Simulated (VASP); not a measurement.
Runs of VASP 6.6.1 on Ta5Si. The structure is that of space group F-43m (No. 216), or close to it. The cells are those of the table. 

| task | cell | k mesh | cutoff (eV) | gap on the mesh (eV) | pressure (GPa) | relaxed volume (Å³/atom) | largest force (eV/Å) |
| --- | --- | --- | --- | --- | --- | --- | --- |
| relaxation of cell and atoms | relaxed from a = 5.416 Å, angles 60.0°, 6 atoms | 8 × 8 × 8 | 600 | none | 0.0 | (a) | - |
| single point | a = 5.163 Å, angles 60.0°, 6 atoms | 4 × 4 × 4 | 520 | none | 28.5 | - | 0.72 |
| relaxation of cell and atoms | relaxed from a = 5.163 Å, angles 60.0°, 6 atoms | 4 × 4 × 4 | 600 | none | 0.0 | 18.74 | - |
| single point | a = 5.416 Å, angles 60.0°, 6 atoms | 4 × 4 × 4 | 520 | none | 0.2 | - | 0.01 |
| single point | a = 5.405 Å, angles 60.0°, 6 atoms | 8 × 8 × 8 | 520 | none | 0.2 | - | 0.01 |

Alike in all rows: level PBE; potentials or basis VASP PAW PBE potentials, release 64 (Ta_pv, Si); no spin polarisation; smearing gaussian 0.1 eV.

Problem. Estimate the missing entries.

Solution. (a) 18.63.

Caveats: some runs use coarse meshes; spin-orbit coupling is left out, which moves the levels of the heavy elements; the volume moved by over 15 % at a fixed basis, so the end points are rough (some runs).

A k mesh can miss the band edges, and the runs leave out spin-orbit coupling on Ta.

A gap of «none» marks levels without a gap at the run's occupations.
